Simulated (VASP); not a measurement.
InO2 (fluorite type), 3 atoms in the cell. The structure is cubic, space group Fm-3m (No. 225). Conventional cell: a = 5.175 Å, b = 5.175 Å, c = 5.175 Å, α = 90.00°, β = 90.00°, γ = 90.00°. Within 3.0 Å of In (site symmetry m-3m) lie 8 O at 2.24 Å. O (site symmetry -43m) has 4 In at 2.24 Å and 6 O at 2.59 Å within 3.0 Å. 

* Program: VASP 6.6.1
* Task: single point
* Functional: r2SCAN
* Potentials or basis: VASP PAW PBE potentials, release 64 (In_d, O)
* Cutoff: 520 eV
* k mesh: 11 × 11 × 11
* Occupations: fermi-dirac, width 0.1 eV
* Spin: no spin polarisation
* Dipole correction: no
* Further INCAR settings: ALGO = Normal; EDIFF = 1e-06; NBANDS = 20

Potentials or basis: VASP PAW PBE potentials, release 64 (In_d, O).

The run is started by

```bash
$ cat potpaw_PBE.64/In_d/POTCAR potpaw_PBE.64/O/POTCAR > POTCAR
$ cp INCAR.step1 INCAR
$ mpirun -np 1 vasp_std > vasp.out
$ cp INCAR.step2 INCAR
$ mpirun -np 1 vasp_std > vasp.out
```

Hardware: 1 thread of Intel Xeon 8259CL (shared host).

**Question.** Estimate the wall time of this run.

**Answer.** Wall time 5 min on 1 thread of Intel Xeon 8259CL, with other jobs on the host, peak memory 0.19 GiB. Counts: k points 56.
